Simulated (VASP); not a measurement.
# SiC (Moissanite) (P6_3mc) in VASP: further runs

The runs below take SiC (Moissanite) through relaxation of cell and atoms, with PBE+D4, BLYP, SVWN5.

Everything below comes from runs of VASP 6.6.1. Logs are shortened: lines on timing, memory, paths and dates and some standing lists are left out, and cuts for length are marked.

## 1. The cell of the first run

It takes space group P6_3mc (No. 186, hexagonal). The conventional cell has a = 3.076 Å, b = 3.076 Å, c = 5.048 Å, α = 90.00°, β = 90.00°, γ = 120.00°. Si (site symmetry 3m) has 4 C at 1.87 to 1.94 Å within 2.5 Å. Within 2.5 Å of C (site symmetry 3m) lie 4 Si at 1.87 to 1.94 Å.

## 2. Relaxation of cell and atoms, PBE+D4

File INCAR:

```
SYSTEM = SiC
PREC = Accurate ; ENCUT = 600
EDIFF = 1E-6 ; ISMEAR = -1
SIGMA = 0.05 ; LREAL = .False.
LASPH = .True. ; NELM = 80
ALGO = Normal ; ISIF = 3
LWAVE = .False. ; LCHARG = .False.
GGA = PE ; IVDW = 13
IBRION = 2 ; NSW = 60
EDIFFG = -0.01
```

File KPOINTS:

```
Automatic mesh
0
Gamma
  10 10 5
  0 0 0
```

File POSCAR:

```
SiC
1.0
    3.0760000000      0.0000000000      0.0000000000
   -1.5380000000      2.6638941420      0.0000000000
    0.0000000000      0.0000000000      5.0480000000
Si C
2 2
Direct
    0.6666666667      0.3333333333      0.5000000000
    0.3333333333      0.6666666667      0.0000000000
    0.6666666667      0.3333333333      0.8850000000
    0.3333333333      0.6666666667      0.3850000000
```

Potentials or basis: VASP PAW PBE potentials, release 64 (Si, C).

Run with:

```console
$ cat potpaw_PBE.64/Si/POTCAR potpaw_PBE.64/C/POTCAR > POTCAR
$ mpirun -np 1 vasp_std > vasp.out
```

OUTCAR:

```text
SYSTEM = SiC
   PREC = Accurate
   ENCUT = 600
   EDIFF = 1E-6
   ISMEAR = -1
   LREAL = .False.
   LASPH = .True.
   NELM = 80
   ISIF = 3
   GGA = PE
   IVDW = 13
   IBRION = 2
   NSW = 60
   EDIFFG = -0.01

 ion  position               nearest neighbor table
   1  0.667  0.333  0.500-   4 1.87   4 1.87   4 1.87   3 1.94   2 3.09   2 3.09   2 3.09   2 3.09
                             2 3.09   2 3.09
   2  0.333  0.667  0.000-   3 1.87   3 1.87   3 1.87   4 1.94   1 3.09   1 3.09   1 3.09   1 3.09
                             1 3.09   1 3.09
   3  0.667  0.333  0.885-   2 1.87   2 1.87   2 1.87   1 1.94
   4  0.333  0.667  0.385-   1 1.87   1 1.87   1 1.87   2 1.94

  LATTYP: Found a hexagonal cell.
 ALAT       =     3.0760000000
 C/A-ratio  =     1.6410923277

  Lattice vectors:

 A1 = (   3.0760000000,   0.0000000000,   0.0000000000)
 A2 = (  -1.5380000000,   2.6638941420,   0.0000000000)
 A3 = (   0.0000000000,   0.0000000000,   5.0480000000)

Analysis of symmetry for initial positions (statically):
=====================================================================
 Subroutine PRICEL returns:
 Original cell was already a primitive cell.

 Routine SETGRP: Setting up the symmetry group for a
 hexagonal supercell.

 Subroutine GETGRP returns: Found 12 space group operations
 (whereof  6 operations were pure point group operations)
 out of a pool of 24 trial point group operations.

The static configuration has the point symmetry C_3v.
 The point group associated with its full space group is C_6v.

Analysis of symmetry for dynamics (positions and initial velocities):
=====================================================================
 Subroutine PRICEL returns:
 Original cell was already a primitive cell.

 Routine SETGRP: Setting up the symmetry group for a
 hexagonal supercell.

 Subroutine GETGRP returns: Found 12 space group operations
 (whereof  6 operations were pure point group operations)
 out of a pool of 24 trial point group operations.

The dynamic configuration has the point symmetry C_3v.
 The point group associated with its full space group is C_6v.

 Subroutine INISYM returns: Found 12 space group operations
 (whereof  6 operations are pure point group operations),
 and found     1 'primitive' translations

----------------------------------------------------------------------------------------

                                     Primitive cell

  volume of cell :      41.3640

  direct lattice vectors                    reciprocal lattice vectors
     3.076000000  0.000000000  0.000000000     0.325097529  0.187695146  0.000000000
    -1.538000000  2.663894142  0.000000000     0.000000000  0.375390292  0.000000000
     0.000000000  0.000000000  5.048000000     0.000000000  0.000000000  0.198098257

  length of vectors
[... 85 lines left out ...]
   NELM   =     80;   NELMIN=  2; NELMDL= -5     # of ELM steps
   EDIFF  = 0.1E-05   stopping-criterion for ELM
   LREAL  =      F    real-space projection
   EDIFFG = -.1E-01   stopping-criterion for IOM
   NSW    =     60    number of steps for IOM
   IBRION =      2    ionic relax: 0-MD 1-quasi-New 2-CG
   NFREE  =      1    steps in history (QN), initial steepest desc. (CG)
   ISIF   =      3    stress and relaxation
   ISYM   =      2    0-nonsym 1-usesym 2-fastsym
   POTIM  = 0.5000    time-step for ionic-motion
   TEBEG  =    0.0;   TEEND  =   0.0 temperature during run
   PSTRESS=    0.0 pullay stress
   NELECT =      16.0000    total number of electrons
   NUPDOWN=      -1.0000    fix difference up-down
   EMIN   =  10.00;   EMAX   =-10.00  energy-range for DOS
   EFERMI =   0.00;   METHOD = LEGACY
   ISMEAR =    -1;   SIGMA  =   0.05  broadening in eV -4-tet -1-fermi 0-gaus
   EFERMI_NEDOS =   21; number of points for ismear=-14 and -15
   IALGO  =     38    algorithm
   IMIX   =      4    mixing-type and parameters
     AMIX     =   0.40;   BMIX     =  1.00
     AMIX_MAG =   1.60;   BMIX_MAG =  1.00
  volume/ion in A,a.u.               =      10.34        69.78
  Fermi-wavevector in a.u.,A,eV,Ry     =   1.192817  2.254098 19.358549  1.422813
  Thomas-Fermi vector in A             =   2.328847
   LORBIT       =      0    0 simple, 1 ext, 2 COOP (PROOUT), +10 PAW based schemes
   GGA     = PE    functional components
   LHFCALC =     F    Hartree Fock is set to
   AEXX    =    0.0000 exact exchange contribution
   IVDW    =    13    specifies the selected vdW correction
   LEPSILON=     F    determine dielectric tensor
   LRPA    =     F    only Hartree local field effects (RPA)
 conjugate gradient relaxation of ions
 non-spin polarized calculation
  energy-cutoff  :      600.00
  volume of cell :       41.36
 maximum number of plane-waves:      1398
 NGX is ok and might be reduce to    28
   NGX = 13   NGY = 13   NGZ = 21

--------------------------------------- Ionic step        1  -------------------------------------------

 number of electron      16.0000001 magnetization

 Free energy of the ion-electron system (eV)
  ---------------------------------------------------
  ext. energy  EPLUGINS =         0.00000000
  ---------------------------------------------------
  free energy    TOTEN  =       -30.06995491 eV

  energy without entropy =      -30.06995491  energy(sigma->0) =      -30.06995491

------------------------ aborting loop because EDIFF is reached ----------------------------------------

  DFT-D4 for vdW energy calculation

  Edisp (eV):   -1.31617
[... 243 lines left out ...]
--------------------------------------- Ionic step        7  -------------------------------------------

 number of electron      16.0000000 magnetization

 Free energy of the ion-electron system (eV)
  ---------------------------------------------------
  ext. energy  EPLUGINS =         0.00000000
  ---------------------------------------------------
  free energy    TOTEN  =       -30.10158527 eV

  energy without entropy =      -30.10158527  energy(sigma->0) =      -30.10158527

 E-fermi :   9.3171     XC(G=0): -11.3706

 val. band max:        8.3123090870   @ k =   0.0000   0.0000   0.0000
 cond. band min:      10.7361561127   @ k =   0.3000   0.3000   0.0000
 fundamental gap:      2.4238470257
 Fermi energy:         9.3171079987

 k-point     1 :       0.0000    0.0000    0.0000
  band No.  band energies     occupation
      1      -7.2942      2.00000
      2      -3.7100      2.00000
      3      -0.4117      2.00000
      4       6.9932      2.00000
      5       6.9932      2.00000
      6       8.2009      2.00000
      7       8.3123      2.00000
      8       8.3123      2.00000
      9      13.1559      0.00000
     10      14.5721      0.00000
     11      15.0068      0.00000
     12      15.0068      0.00000
[... 331 lines left out ...]
 k-point    24 :       0.4000    0.1000    0.2000
  band No.  band energies     occupation
      1      -3.9309      2.00000
      2      -2.4040      2.00000
      3       0.1947      2.00000
      4       1.6979      2.00000
      5       3.6108      2.00000
      6       4.5576      2.00000
      7       5.8237      2.00000
      8       6.3024      2.00000
      9      11.9811      0.00000
     10      12.3717      0.00000
     11      15.2994      0.00000
     12      15.6877      0.00000

 [... further k-points ...]

------------------------ aborting loop because EDIFF is reached ----------------------------------------

  DFT-D4 for vdW energy calculation

  Edisp (eV):   -1.32063
[... 27 lines left out ...]
  FREE ENERGIE OF THE ION-ELECTRON SYSTEM (eV)
  ---------------------------------------------------
  free  energy   TOTEN  =       -31.4222125567 eV

  energy  without entropy=      -31.4222125566  energy(sigma->0) =      -31.42221256

 reached required accuracy - stopping structural energy minimisation
```

OSZICAR:

```text
N       E                     dE             d eps       ncg     rms          rms(c)
DAV:   1     0.396558297544E+02    0.39656E+02   -0.81254E+03  1008   0.134E+03
DAV:   2    -0.304284698298E+02   -0.70084E+02   -0.64234E+02  1432   0.197E+02
DAV:   3    -0.337714934573E+02   -0.33430E+01   -0.33239E+01  1316   0.434E+01
DAV:   4    -0.338119448201E+02   -0.40451E-01   -0.40413E-01  1260   0.556E+00
[... 48 lines left out ...]
   6 F= -.31422193E+02 E0= -.31422193E+02  d E =-.847794E-05
       N       E                     dE             d eps       ncg     rms          rms(c)
DAV:   1    -0.301015917390E+02    0.88127E-03   -0.37789E-04  1204   0.178E-01    0.217E-02
DAV:   2    -0.301015862020E+02    0.55370E-05   -0.12207E-05  1204   0.277E-02    0.108E-02
DAV:   3    -0.301015852733E+02    0.92871E-06   -0.35821E-06  1104   0.131E-02
   7 F= -.31422213E+02 E0= -.31422213E+02  d E =-.282083E-04
```

Wall time 2.9 min (1 thread of AMD EPYC 7R13, shared host); peak memory 0.15 GiB.

What came out:

| Property | Result |
| --- | --- |
| Free energy | -31.4222 eV |
| Relaxed volume | 10.29 Å³/atom |
| Relaxed cell | a = 3.071 Å, b = 3.071 Å, c = 5.040 Å, α = 90.00°, β = 90.00°, γ = 120.00° |
| Space group after relaxing (to 0.05 Å) | P6_3mc (No. 186) |
| Energy gained by relaxing | 9.0 meV/atom |
| Ionic steps | 7 |
| Pressure after relaxing | 0.0 GPa |
| Band gap on the k mesh | 2.42 eV, indirect (least direct gap 3.98 eV) |
| Dispersion energy per atom | -0.330 eV |

Step by step:
| step | energy change (eV) | largest force (eV/Å) | pressure (GPa) | volume (Å³) |
| --- | --- | --- | --- | --- |
| 1 | 0.0000 | 0.7387 | -0.71 | 41.36 |
| 2 | -0.0065 | 0.6502 | 0.69 | 41.09 |
| 3 | -0.0332 | 0.0634 | -0.24 | 41.21 |
| 4 | -0.0360 | 0.0072 | 0.31 | 41.12 |
| 5 | -0.0361 | 0.0039 | 0.22 | 41.13 |
| 6 | -0.0361 | 0.0025 | -0.17 | 41.20 |
| 7 | -0.0361 | 0.0005 | 0.01 | 41.17 |

Final structure:
```
Si C
1.0
     3.07118    0.00000    0.00000
    -1.53559    2.65972    0.00000
     0.00000    0.00000    5.04013
Si C
2 2
Direct
  0.66667 0.33333 0.50459
  0.33333 0.66667 0.00459
  0.66667 0.33333 0.88041
  0.33333 0.66667 0.38041
```

A k mesh can miss the band edges. A hybrid or GW would open this gap; PBE tends to underestimate it.

## 3. Relaxation of cell and atoms, BLYP

File INCAR:

```
PREC = Accurate ; ENCUT = 600
EDIFF = 1E-7 ; ISMEAR = -1
SIGMA = 0.05 ; LREAL = False
LASPH = True ; NELM = 80
ALGO = Normal ; ISIF = 3
LWAVE = False ; LCHARG = False
GGA = B5 ; ALDAX = 1.0
AGGAX = 1.0 ; AGGAC = 1.0
ALDAC = 0.0 ; IBRION = 2
NSW = 60 ; EDIFFG = -0.01
```

File KPOINTS:

```
regular mesh
0
Gamma
  10 10 5
```

POSCAR is that of step 2.

Potentials or basis: VASP PAW PBE potentials, release 64 (Si, C).

Run with:

```console
$ cat potpaw_PBE.64/Si/POTCAR potpaw_PBE.64/C/POTCAR > POTCAR
$ mpirun -np 1 vasp_std > vasp.out
```

Run time: 4.5 min. Hardware: 1 thread of AMD EPYC 7R13, shared host; peak memory 0.15 GiB.

The run converged. Its results:

```yaml
Free_energy: -27.3135 eV
Relaxed_volume: 10.76 Å³/atom
Relaxed_cell: a = 3.116 Å, b = 3.116 Å, c = 5.119 Å, α = 90.00°, β = 90.00°, γ = 120.00°
Space_group_after_relaxing_to_0.05_Å: P6_3mc (No. 186)
Energy_gained_by_relaxing: 19.9 meV/atom
Ionic_steps: 6
Pressure_after_relaxing: 0.0 GPa
Largest_force_after_relaxing: 0.010 eV/Å
Band_gap_on_the_k_mesh: 2.83 eV, indirect (least direct gap 4.16 eV)
```

Forces in eV/Å, atoms in the order of the input:
```
Si   0.000  0.000  0.010
Si   0.000  0.000  0.010
C    0.000  0.000 -0.010
C    0.000  0.000 -0.010
```

Stress tensor (GPa, compression positive):
```
 0.01  0.00  0.00
 0.00  0.01  0.00
 0.00  0.00 -0.12
```

Step by step:
| step | energy change (eV) | largest force (eV/Å) | pressure (GPa) | volume (Å³) |
| --- | --- | --- | --- | --- |
| 1 | 0.0000 | 0.7625 | 8.71 | 41.36 |
| 2 | -0.0136 | 0.5299 | -7.18 | 44.82 |
| 3 | -0.0767 | 0.0866 | -0.42 | 43.13 |
| 4 | -0.0767 | 0.0998 | -0.25 | 43.09 |
| 5 | -0.0794 | 0.0058 | 0.01 | 43.04 |
| 6 | -0.0794 | 0.0096 | -0.03 | 43.05 |

Final structure:
```xyz
4
Lattice="3.1160 0.0000 0.0000 -1.5580 2.6986 0.0000 0.0000 0.0000 5.1191" Properties=species:S:1:pos:R:3 pbc="T T T"
Si    1.5580    0.8995    2.5829
Si    0.0000    1.7990    0.0233
C     1.5580    0.8995    4.5070
C     0.0000    1.7990    1.9475
```

Levels at points of the mesh, in eV from the valence-band top:
| k point | band 5 | band 6 | band 7 | band 8 | band 9 | band 10 | band 11 | band 12 |
| --- | --- | --- | --- | --- | --- | --- | --- | --- |
| (0.00, 0.00, 0.00) | -1.28 | -0.11 | 0.00 | 0.00 | 4.63 | 5.92 | 6.54 | 6.54 |
| (0.50, 0.00, 0.00) | -5.17 | -3.18 | -3.05 | -1.18 | 2.99 | 4.41 | 6.71 | 7.16 |

Caveat: the PAW data sets were made with another functional, which shifts forces and pressure a little.

## 4. Relaxation of cell and atoms, SVWN5

File INCAR:

```
ALGO = Normal
EDIFF = 1E-7
EDIFFG = -0.01
ENCUT = 600
GGA = VW
IBRION = 2
ISIF = 3
ISMEAR = -1
LASPH = True
LCHARG = False
LREAL = False
LWAVE = False
NELM = 100
NSW = 60
PREC = Accurate
SIGMA = 0.05
```

File KPOINTS:

```
k-points
0
Gamma
  10 10 5
```

POSCAR is that of step 3.

Run with:

```console
$ cat potpaw_PBE.64/Si/POTCAR potpaw_PBE.64/C/POTCAR > POTCAR
$ mpirun -np 1 vasp_std > vasp.out
```

Run time: 3.6 min. Hardware: 1 thread of AMD EPYC 7R13, shared host; peak memory 0.13 GiB.

The run converged. Its results:

```
Free energy                            : -33.1952 eV
Relaxed volume                         : 10.19 Å³/atom
Relaxed cell                           : a = 3.061 Å, b = 3.061 Å, c = 5.024 Å, α = 90.00°, β = 90.00°, γ = 120.00°
Space group after relaxing (to 0.05 Å) : P6_3mc (No. 186)
Energy gained by relaxing              : 10.4 meV/atom
Ionic steps                            : 8
Pressure after relaxing                : 0.0 GPa
Band gap on the k mesh                 : 2.29 eV, indirect (least direct gap 3.92 eV)
```

The path:
| step | energy change (eV) | largest force (eV/Å) | pressure (GPa) | volume (Å³) |
| --- | --- | --- | --- | --- |
| 1 | 0.0000 | 0.7424 | -2.93 | 41.36 |
| 2 | -0.0065 | 0.6805 | 3.30 | 40.24 |
| 3 | -0.0389 | 0.0716 | 0.09 | 40.75 |
| 4 | -0.0389 | 0.0558 | 0.16 | 40.74 |
| 5 | -0.0415 | 0.0136 | 0.23 | 40.73 |
| 6 | -0.0416 | 0.0027 | 0.22 | 40.73 |
| 7 | -0.0416 | 0.0024 | -0.19 | 40.81 |
| 8 | -0.0416 | 0.0001 | 0.00 | 40.77 |

Final structure:
```
CELL_PARAMETERS angstrom
3.06110 0.00000 0.00000
-1.53055 2.65099 0.00000
0.00000 0.00000 5.02424
ATOMIC_POSITIONS crystal
Si 0.66667 0.33333 0.50461
Si 0.33333 0.66667 0.00461
C 0.66667 0.33333 0.88039
C 0.33333 0.66667 0.38039
```

Levels at points of the mesh, in eV from the valence-band top:
| k point | band 5 | band 6 | band 7 | band 8 | band 9 | band 10 | band 11 | band 12 |
| --- | --- | --- | --- | --- | --- | --- | --- | --- |
| (0.00, 0.00, 0.00) | -1.33 | -0.12 | 0.00 | 0.00 | 4.89 | 6.36 | 6.64 | 6.64 |
| (0.50, 0.00, 0.00) | -5.52 | -3.37 | -3.37 | -1.21 | 2.71 | 4.17 | 6.92 | 7.11 |

Caveat: the PAW data sets were made with another functional, which shifts forces and pressure a little. A k mesh can miss the band edges.

## 5. Overview

```tsv
level	gap on the mesh (eV)	pressure (GPa)	relaxed volume (Å³/atom)
PBE+D4	2.42	0.0	10.29
BLYP	2.83	0.0	10.76
SVWN5	2.29	0.0	10.19
```

Alike in all rows: task relaxation of cell and atoms; potentials or basis VASP PAW PBE potentials, release 64 (Si, C); no spin polarisation; cell relaxed; k mesh 10 × 10 × 5; cutoff (eV) 600; smearing fermi-dirac 0.05 eV.

Caveats: the PAW data sets were made with another functional, which shifts forces and pressure a little (some runs).

Absolute energies hang on the potentials; compare differences alone.
